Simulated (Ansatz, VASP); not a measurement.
**One calculation of C, two programs**

```xyz
2
Lattice="0.0000 1.9335 1.8276 1.5362 0.0000 1.8276 1.5362 1.9335 0.0000" Properties=species:S:1:pos:R:3 pbc="T T T"
C     1.5362    1.9335    1.8276
C     2.3043    2.9003    2.7414
```

Change from the starting cell: strain +e along x and -e along y -0.1125, strain +e along z and -e/2 along x and y +0.0350.

Alike in both runs: task single point; functional LDA; k mesh 12 × 12 × 12; occupations gaussian, width 0.05 eV; no spin polarisation.

|  | VASP | Ansatz |
| --- | --- | --- |
| version | VASP 6.6.1 | Ansatz 0.2.0 |
| potentials or method | VASP PAW LDA potentials, release 64 (C), cutoff 520 eV | scalar-relativistic, plane waves, PAW |
| valence electrons in the cell | 8 | 8 |

|  | VASP | Ansatz | Ansatz less VASP |
| --- | --- | --- | --- |
| gap on the k mesh at the Fermi level (eV) | none | none | - |
| pressure (GPa) | 8.8 | 7.1 | -1.70 |
| traceless stress, the component that is largest in VASP (GPa) | 103.66 | 103.94 | +0.273 |

Ansatz warns that its potentials were made for another functional, while VASP's fit it. LDA's correlation is that of Perdew and Zunger in VASP and of Perdew and Wang (1992) in Ansatz. A gap of «none» marks a metal or a gap that the smearing closes.
